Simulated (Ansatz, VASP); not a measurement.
**Two plane-wave programs on WC**

```
CELL_PARAMETERS angstrom
2.89841 0.00000 0.00000
-1.44921 2.51010 0.00000
0.00000 0.00000 2.82761
ATOMIC_POSITIONS crystal
W 0.00000 0.00000 0.99740
C 0.66667 0.33333 0.53979
```

Change from the starting cell: mode 4 (591.2 1/cm) frozen in, largest displacement +0.113 Å.

Alike in both runs: task single point; functional PBEsol; k mesh 24 × 24 × 22; occupations gaussian, width 0.15 eV; no spin polarisation.

|  | VASP | Ansatz |
| --- | --- | --- |
| version | VASP 6.6.1 | Ansatz 0.2.0 |
| potentials or method | VASP PAW PBE potentials, release 64 (W_sv, C), cutoff 520 eV | scalar-relativistic, plane waves, PAW |
| valence electrons in the cell | 18 | 18 |

```tsv
	VASP	Ansatz	Ansatz less VASP
gap on the k mesh at the Fermi level (eV)	none	none	-
pressure (GPa)	4.7	3.3	-1.34
traceless stress, the component that is largest in VASP (GPa)	1.09	0.88	-0.211
rms of the force components (eV/Å)	1.037	1.026	-0.0110
```

VASP's potentials were made for PBE, not for PBEsol. Atom by atom the forces differ by 0.011 eV/Å (rms over components). A gap of «none» marks a metal or a gap that the smearing closes.

Neither program's run includes spin-orbit coupling.
